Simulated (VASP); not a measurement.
# CaVC4N4 (P-43m) in VASP: notebook, part 2 of 2

VASP 6.6.1. Earlier steps stand in the parts before.

## (3) Single point, PBE, collinear spin, ferromagnetic start

This run uses another cell than the first one, of 27.79 Å³/atom.

File INCAR:

```
PREC     = Accurate       # precision mode
ENCUT    = 520            # plane-wave cutoff, eV
EDIFF    = 1E-7           # SCF threshold, eV
ISMEAR   = 0              # smearing method
SIGMA    = 0.1            # smearing width, eV
LREAL    = F              # projectors in reciprocal space
LASPH    = T              # aspherical terms in the spheres
NELM     = 150            # most SCF steps
ALGO     = Normal         # electronic algorithm
ISIF     = 2              # what is computed and relaxed
LWAVE    = F              # write WAVECAR
LCHARG   = F              # write CHGCAR
ISPIN    = 2              # spin polarisation
MAGMOM   = 0 2 0 0 0 0 0 0 0 0 # initial moments
LORBIT   = 11             # projections on sites
LMAXMIX  = 4              # l up to which the mixer works
GGA      = PE             # functional
NBANDS   = 44             # bands
```

File KPOINTS:

```
Automatic mesh
0
Gamma
  4 4 4
```

File POSCAR:

```
CaVC4N4
1.0
    6.5259347673      0.0000000000      0.0000000000
    0.0000000000      6.5259347673      0.0000000000
    0.0000000000      0.0000000000      6.5259347673
Ca V C N
1 1 4 4
Direct
    0.0000000000      0.0000000000      0.0000000000
    0.5000000000      0.5000000000      0.5000000000
    0.2205352284      0.2205352284      0.2205352284
    0.2205352284      0.7794647716      0.7794647716
    0.7794647716      0.2205352284      0.7794647716
    0.7794647716      0.7794647716      0.2205352284
    0.3246498238      0.3246498238      0.3246498238
    0.3246498238      0.6753501762      0.6753501762
    0.6753501762      0.3246498238      0.6753501762
    0.6753501762      0.6753501762      0.3246498238
```

Potentials or basis: VASP PAW PBE potentials, release 64 (Ca_sv, V_sv, C, N).

Command:

```sh
> cat potpaw_PBE.64/Ca_sv/POTCAR potpaw_PBE.64/V_sv/POTCAR potpaw_PBE.64/C/POTCAR potpaw_PBE.64/N/POTCAR > POTCAR
> mpirun -np 1 vasp_std > vasp.out
```

OUTCAR:

```text
PREC = Accurate
   ENCUT = 520
   EDIFF = 1E-7
   ISMEAR = 0
   LREAL = F
   LASPH = T
   NELM = 150
   ISIF = 2
   ISPIN = 2
   LORBIT = 11
   GGA = PE

 ion  position               nearest neighbor table
   1  0.000  0.000  0.000-   3 2.49   4 2.49   5 2.49   6 2.49
   2  0.500  0.500  0.500-   7 1.98   8 1.98   9 1.98  10 1.98
   3  0.221  0.221  0.221-   7 1.18   1 2.49
   4  0.221  0.779  0.779-   8 1.18   1 2.49
   5  0.779  0.221  0.779-   9 1.18   1 2.49
   6  0.779  0.779  0.221-  10 1.18   1 2.49
   7  0.325  0.325  0.325-   3 1.18   2 1.98
   8  0.325  0.675  0.675-   4 1.18   2 1.98
   9  0.675  0.325  0.675-   5 1.18   2 1.98
  10  0.675  0.675  0.325-   6 1.18   2 1.98

  LATTYP: Found a simple cubic cell.
 ALAT       =     6.5259347673

  Lattice vectors:

 A1 = (   6.5259347673,   0.0000000000,   0.0000000000)
 A2 = (   0.0000000000,   6.5259347673,   0.0000000000)
 A3 = (   0.0000000000,   0.0000000000,   6.5259347673)

Analysis of symmetry for initial positions (statically):
=====================================================================
 Subroutine PRICEL returns:
 Original cell was already a primitive cell.

 Routine SETGRP: Setting up the symmetry group for a
 simple cubic supercell.

 Subroutine GETGRP returns: Found 24 space group operations
 (whereof 24 operations were pure point group operations)
 out of a pool of 48 trial point group operations.

The static configuration has the point symmetry T_d .

Analysis of symmetry for dynamics (positions and initial velocities):
=====================================================================
 Subroutine PRICEL returns:
 Original cell was already a primitive cell.

 Routine SETGRP: Setting up the symmetry group for a
 simple cubic supercell.

 Subroutine GETGRP returns: Found 24 space group operations
 (whereof 24 operations were pure point group operations)
 out of a pool of 48 trial point group operations.

The dynamic configuration has the point symmetry T_d .

Analysis of structural, dynamic, and magnetic symmetry:
=====================================================================
 Subroutine PRICEL returns:
 Original cell was already a primitive cell.

 Routine SETGRP: Setting up the symmetry group for a
 simple cubic supercell.

 Subroutine GETGRP returns: Found 24 space group operations
 (whereof 24 operations were pure point group operations)
 out of a pool of 48 trial point group operations.

The overall configuration has the point symmetry T_d .

 Subroutine INISYM returns: Found 24 space group operations
 (whereof 24 operations are pure point group operations),
 and found     1 'primitive' translations

----------------------------------------------------------------------------------------

                                     Primitive cell

  volume of cell :     277.9254

  direct lattice vectors                    reciprocal lattice vectors
     6.525934767  0.000000000  0.000000000     0.153234753  0.000000000  0.000000000
     0.000000000  6.525934767  0.000000000     0.000000000  0.153234753  0.000000000
     0.000000000  0.000000000  6.525934767     0.000000000  0.000000000  0.153234753

[... 100 lines left out ...]
   EFERMI_NEDOS =   21; number of points for ismear=-14 and -15
   IALGO  =     38    algorithm
   IMIX   =      4    mixing-type and parameters
     AMIX     =   0.40;   BMIX     =  1.00
     AMIX_MAG =   1.60;   BMIX_MAG =  1.00
  volume/ion in A,a.u.               =      27.79       187.55
  Fermi-wavevector in a.u.,A,eV,Ry     =   0.976599  1.845504 12.976487  0.953745
  Thomas-Fermi vector in A             =   2.107230
   LORBIT       =     11    0 simple, 1 ext, 2 COOP (PROOUT), +10 PAW based schemes
   GGA     = PE    functional components
   LHFCALC =     F    Hartree Fock is set to
   AEXX    =    0.0000 exact exchange contribution
   IVDW    =     0    specifies the selected vdW correction
   LEPSILON=     F    determine dielectric tensor
   LRPA    =     F    only Hartree local field effects (RPA)
 spin polarized calculation
 Gauss-broadening in eV      SIGMA  =   0.10
  energy-cutoff  :      520.00
  volume of cell :      277.93
 maximum number of plane-waves:      7568
 NGX is ok and might be reduce to    50
   NGX = 25   NGY = 25   NGZ = 25

 number of electron      59.0000037 magnetization       1.0030591

 Free energy of the ion-electron system (eV)
  ---------------------------------------------------
  ext. energy  EPLUGINS =         0.00000000
  ---------------------------------------------------
  free energy    TOTEN  =       -79.72792539 eV

  energy without entropy =      -79.68028242  energy(sigma->0) =      -79.70410390

 E-fermi :  -0.0091     XC(G=0):  -6.0999

 val. band max:       -0.0156873297   @ k =   0.2500   0.2500   0.2500
 cond. band min:      -0.0045333883   @ k =   0.5000   0.2500   0.2500
 fundamental gap:      0.0111539414
 Fermi energy:        -0.0090577779

 spin component 1

 k-point     1 :       0.0000    0.0000    0.0000
  band No.  band energies     occupation
      1     -65.5664      1.00000
      2     -41.5652      1.00000
      3     -39.4437      1.00000
      4     -39.4436      1.00000
      5     -39.4435      1.00000
      6     -22.5958      1.00000
[... 429 lines left out ...]
     40       3.3731      0.00000
     41       3.3731      0.00000
 Fermi energy:        -0.0090577779

 spin component 2

 k-point     1 :       0.0000    0.0000    0.0000
  band No.  band energies     occupation
      1     -64.7059      1.00000
      2     -41.5719      1.00000
      3     -38.5971      1.00000
      4     -38.5971      1.00000
      5     -38.5970      1.00000
      6     -22.6031      1.00000
[... 429 lines left out ...]
     40       3.3954      0.00000
     41       3.3954      0.00000
 [bands above 41 left out]

------------------------ aborting loop because EDIFF is reached ----------------------------------------

  FORCE on cell =-STRESS in cart. coord.  units (eV):
  Direction    XX          YY          ZZ          XY          YZ          ZX
  --------------------------------------------------------------------------------------
  -------------------------------------------------------------------------------------
  Total       -0.7571030     -0.7571030     -0.7571030      0.0000000      0.0000000      0.0000000
  in kB       -4.3645286     -4.3645286     -4.3645286      0.0000000      0.0000000      0.0000000
  external PRESSURE =      -4.3645286 kB  Pullay stress =       0.0000000 kB

 VOLUME and BASIS-vectors are now :
 -----------------------------------------------------------------------------
  energy-cutoff  :      520.00
  volume of cell :      277.93
      direct lattice vectors                 reciprocal lattice vectors
     6.525934767  0.000000000  0.000000000     0.153234753  0.000000000  0.000000000
     0.000000000  6.525934767  0.000000000     0.000000000  0.153234753  0.000000000
     0.000000000  0.000000000  6.525934767     0.000000000  0.000000000  0.153234753

 POSITION                                       TOTAL-FORCE (eV/Angst)
 -----------------------------------------------------------------------------------
      0.00000      0.00000      0.00000        -0.000000     -0.000000     -0.000000
      3.26297      3.26297      3.26297        -0.000000     -0.000000     -0.000000
      1.43920      1.43920      1.43920        -0.286057     -0.286057     -0.286057
      1.43920      5.08674      5.08674        -0.286057      0.286057      0.286057
      5.08674      1.43920      5.08674         0.286057     -0.286057      0.286057
      5.08674      5.08674      1.43920         0.286057      0.286057     -0.286057
      2.11864      2.11864      2.11864         0.643125      0.643125      0.643125
      2.11864      4.40729      4.40729         0.643125     -0.643125     -0.643125
      4.40729      2.11864      4.40729        -0.643125      0.643125     -0.643125
      4.40729      4.40729      2.11864        -0.643125     -0.643125      0.643125
 -----------------------------------------------------------------------------------
    total drift:                                0.000000      0.000000     -0.000000

  FREE ENERGIE OF THE ION-ELECTRON SYSTEM (eV)
  ---------------------------------------------------
  free  energy   TOTEN  =       -79.7279253863 eV

  energy  without entropy=      -79.6802824194  energy(sigma->0) =      -79.70410390

 total charge

# of ion       s       p       d       tot
------------------------------------------
    1        2.039   5.859   0.210   8.107
    2        2.231   6.185   3.059  11.474
    3        0.973   1.578   0.000   2.551
    4        0.973   1.578   0.000   2.551
    5        0.973   1.578   0.000   2.551
    6        0.973   1.578   0.000   2.551
    7        1.303   2.606   0.000   3.910
    8        1.303   2.606   0.000   3.910
    9        1.303   2.606   0.000   3.910
   10        1.303   2.606   0.000   3.910
--------------------------------------------------
tot         13.375  28.780   3.268  45.423

 magnetization (x)

# of ion       s       p       d       tot
------------------------------------------
    1       -0.000  -0.000  -0.007  -0.007
    2        0.007   0.004   0.886   0.897
    3        0.001   0.019   0.000   0.020
    4        0.001   0.019   0.000   0.020
    5        0.001   0.019   0.000   0.020
    6        0.001   0.019   0.000   0.020
    7       -0.003  -0.019   0.000  -0.021
    8       -0.003  -0.019   0.000  -0.021
    9       -0.003  -0.019   0.000  -0.021
   10       -0.003  -0.019   0.000  -0.021
--------------------------------------------------
tot          0.000   0.005   0.880   0.885
```

Wall time 5.5 min (1 thread of Intel Xeon Platinum 8488C (Sapphire Rapids), shared host); peak memory 0.56 GiB.

What came out:

| Property | Result |
| --- | --- |
| Free energy | -79.7279 eV |
| Pressure | -0.4 GPa |
| Largest force | 1.114 eV/Å |
| Band gap on the k mesh | zero (filled and empty bands overlap) |
| Net moment | 1.00 μB per cell |
| Site moments | Ca -0.01; V +0.90; C +0.02; N -0.02 μB |
| Valence electrons inside the program's atomic spheres | Ca 8.11; V 11.47; C 2.55; N 3.91 |

Forces in eV/Å, atoms in the order of the input:
```
Ca   0.000  0.000  0.000
V    0.000  0.000  0.000
C   -0.286 -0.286 -0.286
C   -0.286  0.286  0.286
C    0.286 -0.286  0.286
C    0.286  0.286 -0.286
N    0.643  0.643  0.643
N    0.643 -0.643 -0.643
N   -0.643  0.643 -0.643
N   -0.643 -0.643  0.643
```

Caveat: forces of over 1 eV/Å act on the atoms, so gaps and moduli don't describe the material at rest. With open d or f shells a metallic result of PBE can be an artefact of self-interaction; +U or a hybrid may open a gap.
